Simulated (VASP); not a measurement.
# Zr (P6_3/mmc) in VASP: notebook

Runs on Zr. Level: PBE. Tasks: single point.

All numbers are computed with VASP 6.6.1; they aren't measurements. Logs are shortened: lines on timing, memory, paths and dates and some standing lists are left out, and cuts for length are marked.

**1. The cell of the first run**

The structure is hexagonal, space group P6_3/mmc (No. 194). The conventional cell has a = 3.232 Å, b = 3.232 Å, c = 5.174 Å, α = 90.00°, β = 90.00°, γ = 120.00°. Within 4.2 Å of Zr (site symmetry -6m2) lie 12 Zr at 3.19 to 3.23 Å.

**2. Single point, PBE**

Input file INCAR:

```
PREC = Accurate ; ENCUT = 520
EDIFF = 1E-6 ; ISMEAR = 0
SIGMA = 0.01 ; LREAL = F
LASPH = T ; NELM = 100
ALGO = Normal ; ISIF = 2
LWAVE = F ; LCHARG = F
GGA = PE ; NBANDS = 19
```

Input file KPOINTS:

```
regular mesh
0
Gamma
  11 11 6
```

Input file POSCAR:

```
Zr
1.0
    3.2318821451      0.0000000000      0.0000000000
   -1.6159410725      2.7988920397      0.0000000000
    0.0000000000      0.0000000000      5.1741041053
Zr
2
Direct
    0.3333333333      0.6666666667      0.2500000000
    0.6666666667      0.3333333333      0.7500000000
```

Potentials or basis: VASP PAW PBE potentials, release 64 (Zr_sv).

The run is started by

```
$ cat potpaw_PBE.64/Zr_sv/POTCAR > POTCAR
$ mpirun -np 1 vasp_std > vasp.out
```

OUTCAR:

```text
PREC = Accurate
   ENCUT = 520
   EDIFF = 1E-6
   ISMEAR = 0
   LREAL = F
   LASPH = T
   NELM = 100
   ISIF = 2
   GGA = PE

 ion  position               nearest neighbor table
   1  0.333  0.667  0.250-   2 3.19   2 3.19   2 3.19   2 3.19   2 3.19   2 3.19
   2  0.667  0.333  0.750-   1 3.19   1 3.19   1 3.19   1 3.19   1 3.19   1 3.19

  LATTYP: Found a hexagonal cell.
 ALAT       =     3.2318821451
 C/A-ratio  =     1.6009569263

  Lattice vectors:

 A1 = (   3.2318821451,   0.0000000000,   0.0000000000)
 A2 = (  -1.6159410725,   2.7988920397,   0.0000000000)
 A3 = (   0.0000000000,   0.0000000000,   5.1741041053)

Analysis of symmetry for initial positions (statically):
=====================================================================
 Subroutine PRICEL returns:
 Original cell was already a primitive cell.

 Routine SETGRP: Setting up the symmetry group for a
 hexagonal supercell.

 Subroutine GETGRP returns: Found 24 space group operations
 (whereof 12 operations were pure point group operations)
 out of a pool of 24 trial point group operations.

The static configuration has the point symmetry D_3d.
 The point group associated with its full space group is D_6h.

Analysis of symmetry for dynamics (positions and initial velocities):
=====================================================================
 Subroutine PRICEL returns:
 Original cell was already a primitive cell.

 Routine SETGRP: Setting up the symmetry group for a
 hexagonal supercell.

 Subroutine GETGRP returns: Found 24 space group operations
 (whereof 12 operations were pure point group operations)
 out of a pool of 24 trial point group operations.

The dynamic configuration has the point symmetry D_3d.
 The point group associated with its full space group is D_6h.

 Subroutine INISYM returns: Found 24 space group operations
 (whereof 12 operations are pure point group operations),
 and found     1 'primitive' translations

----------------------------------------------------------------------------------------

                                     Primitive cell

  volume of cell :      46.8033

  direct lattice vectors                    reciprocal lattice vectors
     3.231882145  0.000000000  0.000000000     0.309417223  0.178642117  0.000000000
    -1.615941073  2.798892040  0.000000000     0.000000000  0.357284235  0.000000000
     0.000000000  0.000000000  5.174104105     0.000000000  0.000000000  0.193270174

  length of vectors
     3.231882145  3.231882145  5.174104105     0.357284235  0.357284235  0.193270174

  position of ions in fractional coordinates (direct lattice)
     0.333333333  0.666666667  0.250000000
     0.666666667  0.333333333  0.750000000

  ion indices of the primitive-cell ions
   primitive index   ion index
                 1           1
                 2           2

----------------------------------------------------------------------------------------

 KPOINTS: regular mesh

Automatic generation of k-mesh.
 Grid dimensions read from file:
 generate k-points for:   11   11    6

 Generating k-lattice:

  Cartesian coordinates                     Fractional coordinates (reciprocal lattice)
     0.028128838  0.016240192  0.000000000     0.090909091 -0.000000000  0.000000000
     0.000000000  0.032480385  0.000000000     0.000000000  0.090909091  0.000000000
     0.000000000  0.000000000  0.032211696     0.000000000  0.000000000  0.166666667

  Length of vectors
     0.032480385  0.032480385  0.032211696

  Shift w.r.t. Gamma in fractional coordinates (k-lattice)
     0.000000000  0.000000000  0.000000000

 Subroutine IBZKPT returns following result:
 ===========================================

 Found     64 irreducible k-points:

 Following reciprocal coordinates:
            Coordinates               Weight
  0.000000  0.000000  0.000000      1.000000
  0.090909 -0.000000  0.000000      6.000000
  0.181818 -0.000000  0.000000      6.000000
  0.272727 -0.000000  0.000000      6.000000
  0.363636 -0.000000  0.000000      6.000000
  0.454545 -0.000000  0.000000      6.000000
[... 16 lines left out ...]
  0.090909  0.090909  0.166667     12.000000
  0.181818  0.090909  0.166667     24.000000
 [... further k-points ...]
   k-points           NKPTS =     64   k-points in BZ     NKDIM =     64   number of bands    NBANDS=     19
   number of dos      NEDOS =    301   number of ions     NIONS =      2
   total plane-waves  NPLWV =  23040
   dimension x,y,z NGX =    24 NGY =   24 NGZ =   40
   dimension x,y,z NGXF=    48 NGYF=   48 NGZF=   80
   ions per type =               2
   NGX,Y,Z   is equivalent  to a cutoff of  12.35, 12.35, 12.85 a.u.
   NGXF,Y,Z  is equivalent  to a cutoff of  24.69, 24.69, 25.70 a.u.
 SYSTEM =  unknown system
   PREC   = accura    normal or accurate (medium, high low for compatibility)
   ISTART =      0    job   : 0-new  1-cont  2-samecut
   ICHARG =      2    charge: 1-file 2-atom 10-const
   ISPIN  =      1    spin polarized calculation?
   LNONCOLLINEAR =      F non collinear calculations
   LSORBIT =      F    spin-orbit coupling
   LASPH  =      T    aspherical Exc in radial PAW
   ENCUT  =  520.0 eV  38.22 Ry    6.18 a.u.   6.01  6.01  9.62*2*pi/ulx,y,z
   NELM   =    100;   NELMIN=  2; NELMDL= -5     # of ELM steps
   EDIFF  = 0.1E-05   stopping-criterion for ELM
   LREAL  =      F    real-space projection
   EDIFFG = 0.1E-04   stopping-criterion for IOM
   NSW    =      0    number of steps for IOM
   IBRION =     -1    ionic relax: 0-MD 1-quasi-New 2-CG
   NFREE  =      0    steps in history (QN), initial steepest desc. (CG)
   ISIF   =      2    stress and relaxation
   ISYM   =      2    0-nonsym 1-usesym 2-fastsym
   POTIM  = 0.5000    time-step for ionic-motion
   TEBEG  =    0.0;   TEEND  =   0.0 temperature during run
   PSTRESS=    0.0 pullay stress
   NELECT =      24.0000    total number of electrons
   NUPDOWN=      -1.0000    fix difference up-down
   EMIN   =  10.00;   EMAX   =-10.00  energy-range for DOS
   EFERMI =   0.00;   METHOD = LEGACY
   ISMEAR =     0;   SIGMA  =   0.01  broadening in eV -4-tet -1-fermi 0-gaus
   EFERMI_NEDOS =   21; number of points for ismear=-14 and -15
   IALGO  =     38    algorithm
   IMIX   =      4    mixing-type and parameters
     AMIX     =   0.40;   BMIX     =  1.00
     AMIX_MAG =   1.60;   BMIX_MAG =  1.00
  volume/ion in A,a.u.               =      23.40       157.92
  Fermi-wavevector in a.u.,A,eV,Ry     =   1.310347  2.476197 23.361328  1.717009
  Thomas-Fermi vector in A             =   2.440883
   LORBIT       =      0    0 simple, 1 ext, 2 COOP (PROOUT), +10 PAW based schemes
   GGA     = PE    functional components
   LHFCALC =     F    Hartree Fock is set to
   AEXX    =    0.0000 exact exchange contribution
   IVDW    =     0    specifies the selected vdW correction
   LEPSILON=     F    determine dielectric tensor
   LRPA    =     F    only Hartree local field effects (RPA)
 non-spin polarized calculation
 Gauss-broadening in eV      SIGMA  =   0.01
  energy-cutoff  :      520.00
  volume of cell :       46.80
 maximum number of plane-waves:      1284
   NGX = 13   NGY = 13   NGZ = 19

 number of electron      24.0000001 magnetization

 Free energy of the ion-electron system (eV)
  ---------------------------------------------------
  ext. energy  EPLUGINS =         0.00000000
  ---------------------------------------------------
  free energy    TOTEN  =       -17.04223427 eV

  energy without entropy =      -17.04216887  energy(sigma->0) =      -17.04220157

 E-fermi :   8.9726     XC(G=0): -11.0585

 val. band max:        8.9707373441   @ k =   0.0909   0.0909   0.0000
 cond. band min:       8.9873879214   @ k =   0.1818   0.1818   0.5000
 fundamental gap:      0.0166505773
 Fermi energy:         8.9725945741

 k-point     1 :       0.0000    0.0000    0.0000
  band No.  band energies     occupation
      1     -39.9107      2.00000
      2     -39.7625      2.00000
      3     -18.4246      2.00000
      4     -17.5606      2.00000
      5     -17.5606      2.00000
      6     -17.4453      2.00000
[... 11 lines left out ...]
     18      11.0978      0.00000
     19      13.3483      0.00000

 k-point     2 :       0.0909   -0.0000    0.0000
  band No.  band energies     occupation
      1     -39.9015      2.00000
      2     -39.7586      2.00000
      3     -18.3999      2.00000
      4     -17.6160      2.00000
      5     -17.5786      2.00000
      6     -17.4824      2.00000
[... 11 lines left out ...]
     18      10.9018      0.00000
     19      13.4896      0.00000

 k-point     3 :       0.1818   -0.0000    0.0000
  band No.  band energies     occupation
      1     -39.8762      2.00000
      2     -39.7485      2.00000
      3     -18.3297      2.00000
      4     -17.7643      2.00000
      5     -17.6314      2.00000
      6     -17.6249      2.00000
[... 11 lines left out ...]
     18      11.2668      0.00000
     19      13.7616      0.00000

 k-point     4 :       0.2727   -0.0000    0.0000
  band No.  band energies     occupation
      1     -39.8411      2.00000
      2     -39.7370      2.00000
      3     -18.2260      2.00000
      4     -17.9579      2.00000
      5     -17.8171      2.00000
      6     -17.6826      2.00000
[... 11 lines left out ...]
     18      12.1489      0.00000
     19      13.9871      0.00000

 k-point     5 :       0.3636   -0.0000    0.0000
  band No.  band energies     occupation
      1     -39.8055      2.00000
      2     -39.7295      2.00000
      3     -18.1343      2.00000
      4     -18.1090      2.00000
      5     -17.9800      2.00000
      6     -17.7334      2.00000
[... 11 lines left out ...]
     18      13.1722      0.00000
     19      14.1192      0.00000

 k-point     6 :       0.4545   -0.0000    0.0000
  band No.  band energies     occupation
      1     -39.7808      2.00000
      2     -39.7284      2.00000
      3     -18.2382      2.00000
      4     -18.0738      2.00000
      5     -18.0164      2.00000
      6     -17.7629      2.00000
[... 11 lines left out ...]
     18      14.1746      0.00000
     19      14.3176      0.00000

 k-point     7 :       0.0909    0.0909    0.0000
  band No.  band energies     occupation
      1     -39.8842      2.00000
      2     -39.7516      2.00000
      3     -18.3524      2.00000
      4     -17.7053      2.00000
      5     -17.6448      2.00000
      6     -17.5552      2.00000
[... 11 lines left out ...]
     18      11.1385      0.00000
     19      13.6377      0.00000

 k-point     8 :       0.1818    0.0909    0.0000
  band No.  band energies     occupation
      1     -39.8539      2.00000
      2     -39.7408      2.00000
      3     -18.2652      2.00000
      4     -17.8625      2.00000
      5     -17.7827      2.00000
      6     -17.6385      2.00000
[... 256 lines left out ...]
 k-point    20 :       0.2727   -0.0000    0.1667
  band No.  band energies     occupation
      1     -39.8342      2.00000
      2     -39.7440      2.00000
      3     -18.2198      2.00000
      4     -17.9233      2.00000
      5     -17.8530      2.00000
      6     -17.6695      2.00000
[... 11 lines left out ...]
     18      12.0458      0.00000
     19      13.8502      0.00000

 k-point    21 :       0.3636   -0.0000    0.1667
  band No.  band energies     occupation
      1     -39.8004      2.00000
      2     -39.7346      2.00000
      3     -18.2218      2.00000
      4     -18.0497      2.00000
      5     -17.9579      2.00000
      6     -17.7190      2.00000
[... 11 lines left out ...]
     18      12.9590      0.00000
     19      13.9767      0.00000

 k-point    22 :       0.4545   -0.0000    0.1667
  band No.  band energies     occupation
      1     -39.7773      2.00000
      2     -39.7319      2.00000
      3     -18.2862      2.00000
      4     -18.1295      2.00000
      5     -17.9307      2.00000
      6     -17.7477      2.00000
[... 11 lines left out ...]
     18      14.1518      0.00000
     19      14.1629      0.00000

 k-point    23 :       0.0909    0.0909    0.1667
  band No.  band energies     occupation
      1     -39.8754      2.00000
      2     -39.7606      2.00000
      3     -18.3039      2.00000
      4     -17.6896      2.00000
      5     -17.6613      2.00000
      6     -17.5891      2.00000
[... 11 lines left out ...]
     18      11.3722      0.00000
     19      13.6079      0.00000

 k-point    24 :       0.1818    0.0909    0.1667
  band No.  band energies     occupation
      1     -39.8464      2.00000
      2     -39.7485      2.00000
      3     -18.2399      2.00000
      4     -17.8439      2.00000
      5     -17.8019      2.00000
      6     -17.6509      2.00000
[... 11 lines left out ...]
     18      11.9749      0.00000
     19      13.7205      0.00000

 [... further k-points ...]
[... 5 lines left out ...]
  --------------------------------------------------------------------------------------
  -------------------------------------------------------------------------------------
  Total        0.0080360      0.0080360     -0.0491189      0.0000000      0.0000000      0.0000000
  in kB        0.2750893      0.2750893     -1.6814441      0.0000000      0.0000000      0.0000000
  external PRESSURE =      -0.3770885 kB  Pullay stress =       0.0000000 kB

 VOLUME and BASIS-vectors are now :
 -----------------------------------------------------------------------------
  energy-cutoff  :      520.00
  volume of cell :       46.80
      direct lattice vectors                 reciprocal lattice vectors
     3.231882145  0.000000000  0.000000000     0.309417223  0.178642117  0.000000000
    -1.615941073  2.798892040  0.000000000     0.000000000  0.357284235  0.000000000
     0.000000000  0.000000000  5.174104105     0.000000000  0.000000000  0.193270174

 POSITION                                       TOTAL-FORCE (eV/Angst)
 -----------------------------------------------------------------------------------
     -0.00000      1.86593      1.29353        -0.000000      0.000000      0.000000
      1.61594      0.93296      3.88058         0.000000      0.000000      0.000000
 -----------------------------------------------------------------------------------
    total drift:                               -0.000000      0.000000     -0.000000

  FREE ENERGIE OF THE ION-ELECTRON SYSTEM (eV)
  ---------------------------------------------------
  free  energy   TOTEN  =       -17.0422342705 eV

  energy  without entropy=      -17.0421688739  energy(sigma->0) =      -17.04220157
```

Wall time 33 s (1 thread of AMD EPYC 9R45 (Zen 5), shared host); peak memory 0.15 GiB.

Results:

```
Free energy            : -17.0422 eV
Pressure               : 0.0 GPa
Band gap on the k mesh : zero (band 12 reaches 9.81 eV, above the bottom of band 13 at 8.78 eV)
```

Stress tensor (GPa, compression positive):
```
 0.03  0.00  0.00
 0.00  0.03  0.00
 0.00  0.00 -0.17
```

**3. Single point, PBE**

Input file INCAR:

```
  ALGO = Normal
  EDIFF = 1E-6
  ENCUT = 520
  GGA = PE
  ISIF = 2
  ISMEAR = 0
  LASPH = True
  LCHARG = False
  LREAL = False
  LWAVE = False
  NBANDS = 19
  NELM = 100
  PREC = Accurate
  SIGMA = 0.03
```

Input file KPOINTS:

```
k-points
0
Gamma
  11 11 6
```

POSCAR is that of step 2.

Potentials or basis: VASP PAW PBE potentials, release 64 (Zr_sv).

The run is started by

```
$ cat potpaw_PBE.64/Zr_sv/POTCAR > POTCAR
$ mpirun -np 1 vasp_std > vasp.out
```

Wall time 38 s (1 thread of AMD EPYC 9R45 (Zen 5), shared host); peak memory 0.15 GiB.

It converged, with:

```yaml
Free_energy: -17.0425 eV
Pressure: -0.1 GPa
Band_gap_on_the_k_mesh: zero (band 12 reaches 9.81 eV, above the bottom of band 13 at 8.78 eV)
```

Stress tensor (GPa, compression positive):
```
 0.02  0.00  0.00
 0.00  0.02  0.00
 0.00  0.00 -0.32
```

Levels at points of the mesh, in eV from the Fermi level:
| k point | band 8 | band 9 | band 10 | band 11 | band 12 | band 13 | band 14 | band 15 | band 16 | band 17 |
| --- | --- | --- | --- | --- | --- | --- | --- | --- | --- | --- |
| (0.00, 0.00, 0.00) | -26.39 | -5.68 | -3.05 | 0.85 | 0.85 | 0.94 | 1.08 | 1.52 | 1.52 | 2.13 |
| (0.00, 0.00, 0.50) | -26.45 | -3.98 | -3.98 | -0.01 | -0.01 | 0.76 | 0.76 | 0.76 | 0.76 | 3.90 |

(Part 1 of 2 ends here.)
